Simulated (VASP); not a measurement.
# BN (P6_3mc) in VASP: a series of runs, part 2 of 2

VASP 6.6.1.

## 5. Single point, PBEsol (strain -0.080 along x and y, +0.000 along z)

File INCAR:

```
PREC = Accurate
ENCUT = 520
EDIFF = 1E-6
ISMEAR = 0
SIGMA = 0.05
LREAL = False
LASPH = True
NELM = 100
ALGO = Normal
ISIF = 2
LWAVE = False
LCHARG = True
GGA = PS
LELF = True
LVHAR = True
NBANDS = 16
```

File KPOINTS:

```
regular mesh
0
Gamma
  12 12 6
```

File POSCAR:

```
BN
1.0
    2.3496244336      0.0000000000      0.0000000000
   -1.1748122168      2.0348344488      0.0000000000
    0.0000000000      0.0000000000      4.2268550000
B N
2 2
Direct
    0.6666666667      0.3333333333      0.9997240000
    0.3333333333      0.6666666667      0.4997240000
    0.6666666667      0.3333333333      0.6252760000
    0.3333333333      0.6666666667      0.1252760000
```

Potentials or basis: VASP PAW PBE potentials, release 64 (B, N).

On the command line:

```bash
> cat potpaw_PBE.64/B/POTCAR potpaw_PBE.64/N/POTCAR > POTCAR
> mpirun -np 1 vasp_std > vasp.out
```

OUTCAR:

```text
PREC = Accurate
   ENCUT = 520
   EDIFF = 1E-6
   ISMEAR = 0
   LREAL = False
   LASPH = True
   NELM = 100
   ISIF = 2
   GGA = PS

 ion  position               nearest neighbor table
   1  0.667  0.333  1.000-   4 1.46   4 1.46   4 1.46   3 1.58
   2  0.333  0.667  0.500-   3 1.46   3 1.46   3 1.46   4 1.58
   3  0.667  0.333  0.625-   2 1.46   2 1.46   2 1.46   1 1.58
   4  0.333  0.667  0.125-   1 1.46   1 1.46   1 1.46   2 1.58

  LATTYP: Found a hexagonal cell.
 ALAT       =     2.3496244336
 C/A-ratio  =     1.7989492021

  Lattice vectors:

 A1 = (   2.3496244336,   0.0000000000,   0.0000000000)
 A2 = (  -1.1748122168,   2.0348344488,   0.0000000000)
 A3 = (   0.0000000000,   0.0000000000,   4.2268550000)

Analysis of symmetry for initial positions (statically):
=====================================================================
 Subroutine PRICEL returns:
 Original cell was already a primitive cell.

 Routine SETGRP: Setting up the symmetry group for a
 hexagonal supercell.

 Subroutine GETGRP returns: Found 12 space group operations
 (whereof  6 operations were pure point group operations)
[... 174 lines left out ...]
 cond. band min:      14.0104896543   @ k =   0.3333   0.3333   0.0000
 fundamental gap:      4.2248112480
 Fermi energy:        10.0639051822

 k-point     1 :       0.0000    0.0000    0.0000
  band No.  band energies     occupation
      1     -12.7794      2.00000
      2      -8.6360      2.00000
      3      -3.2159      2.00000
      4       7.9377      2.00000
      5       7.9377      2.00000
      6       8.7785      2.00000
[... 433 lines left out ...]
      3      -0.2986      2.00000
      4       1.0682      2.00000
      5       2.7159      2.00000
      6       5.1611      2.00000
[... 8 lines left out ...]
     15      27.8171      0.00000
     16      27.9302      0.00000

 [... further k-points ...]

------------------------ aborting loop because EDIFF is reached ----------------------------------------

  FORCE on cell =-STRESS in cart. coord.  units (eV):
  Direction    XX          YY          ZZ          XY          YZ          ZX
  --------------------------------------------------------------------------------------
  -------------------------------------------------------------------------------------
  Total       15.1000882     15.1000882      0.8012570      0.0000000      0.0000000      0.0000000
  in kB     1197.1406706   1197.1406705     63.5239546      0.0000000      0.0000000      0.0000000
  external PRESSURE =     819.2684319 kB  Pullay stress =       0.0000000 kB

 VOLUME and BASIS-vectors are now :
 -----------------------------------------------------------------------------
  energy-cutoff  :      520.00
  volume of cell :       20.21
      direct lattice vectors                 reciprocal lattice vectors
     2.349624434  0.000000000  0.000000000     0.425599932  0.245720236  0.000000000
    -1.174812217  2.034834449  0.000000000     0.000000000  0.491440471  0.000000000
     0.000000000  0.000000000  4.226855000     0.000000000  0.000000000  0.236582518

 POSITION                                       TOTAL-FORCE (eV/Angst)
 -----------------------------------------------------------------------------------
      1.17481      0.67828      4.22569        -0.000000      0.000000     -0.717807
     -0.00000      1.35656      2.11226         0.000000     -0.000000     -0.717807
      1.17481      0.67828      2.64295         0.000000      0.000000      0.717807
     -0.00000      1.35656      0.52952        -0.000000     -0.000000      0.717807
 -----------------------------------------------------------------------------------
    total drift:                                0.000000      0.000000      0.000958

  FREE ENERGIE OF THE ION-ELECTRON SYSTEM (eV)
  ---------------------------------------------------
  free  energy   TOTEN  =       -35.4972950522 eV

  energy  without entropy=      -35.4972950522  energy(sigma->0) =      -35.49729505
```

stdout:

```text
POSCAR found type information on POSCAR B N
 POSCAR found :  2 types and       4 ions
 scaLAPACK will be used
 -----------------------------------------------------------------------------
|                                                                             |
|                                                                             |
|     You enforced a specific xc type in the INCAR file but a different       |
|     I HOPE YOU KNOW WHAT YOU ARE DOING!                                     |
|                                                                             |
 -----------------------------------------------------------------------------

 LDA part: xc-table for (Slater+PW92), standard interpolation
 POSCAR, INCAR and KPOINTS ok, starting setup
 FFT: planning ... GRIDC
 FFT: planning ... GRID_SOFT
 FFT: planning ... GRID
 WAVECAR not read
 entering main loop
```

Run time: 19 s. Hardware: 1 thread of AMD EPYC 7R43 (Zen 3), shared host; peak memory 0.1 GiB.

Results:

```
Free energy            : -35.4973 eV
Pressure               : 81.9 GPa
Largest force          : 0.718 eV/Å
Band gap on the k mesh : 4.22 eV, indirect (least direct gap 6.36 eV)
```

Forces on the atoms (eV/Å):
```
B    0.000  0.000 -0.718
B    0.000  0.000 -0.718
N    0.000  0.000  0.718
N    0.000  0.000  0.718
```

Levels at points of the mesh, in eV from the valence-band top:
```tsv
k point	band 4	band 5	band 6	band 7	band 8	band 9	band 10	band 11	band 12	band 13
(0.00, 0.00, 0.00)	-1.85	-1.85	-1.01	0.00	0.00	6.36	9.76	9.76	13.09	13.09
(0.50, 0.00, 0.00)	-9.75	-7.86	-5.43	-5.29	-2.87	7.42	7.88	11.88	12.03	13.34
(0.00, 0.00, 0.50)	-7.55	-1.01	-1.01	-1.01	-1.01	11.24	11.24	11.24	11.24	11.30
(0.50, 0.00, 0.50)	-11.66	-4.71	-4.71	-4.32	-4.32	6.32	6.32	10.72	10.72	15.74
```

Caveat: the cell differs from its parent crystal (strain -0.080 along x and y, +0.000 along z); the PAW data sets were made with another functional, which shifts forces and pressure a little. A k mesh can miss the band edges.

## 6. The runs side by side

| cell | gap on the mesh (eV) | pressure (GPa) | largest force (eV/Å) |
| --- | --- | --- | --- |
| a = 2.758, b = 2.758, c = 4.565 Å, angles 90.0, 90.0, 120.0°, 4 atoms | 5.20 | -60.0 | 0.15 |
| a = 2.350, b = 2.350, c = 3.889 Å, angles 90.0, 90.0, 120.0°, 4 atoms | 4.39 | 139.8 | 0.23 |
| a = 2.350, b = 2.350, c = 4.058 Å, angles 90.0, 90.0, 120.0°, 4 atoms | 4.31 | 107.2 | 0.69 |
| a = 2.350, b = 2.350, c = 4.227 Å, angles 90.0, 90.0, 120.0°, 4 atoms | 4.22 | 81.9 | 0.72 |

Alike in all rows: task single point; level PBEsol; potentials or basis VASP PAW PBE potentials, release 64 (B, N); no spin polarisation; k mesh 12 × 12 × 6; cutoff (eV) 520; smearing gaussian 0.05 eV.

Caveats: the PAW data sets were made with another functional, which shifts forces and pressure a little.

Absolute energies hang on the potentials; compare differences alone.
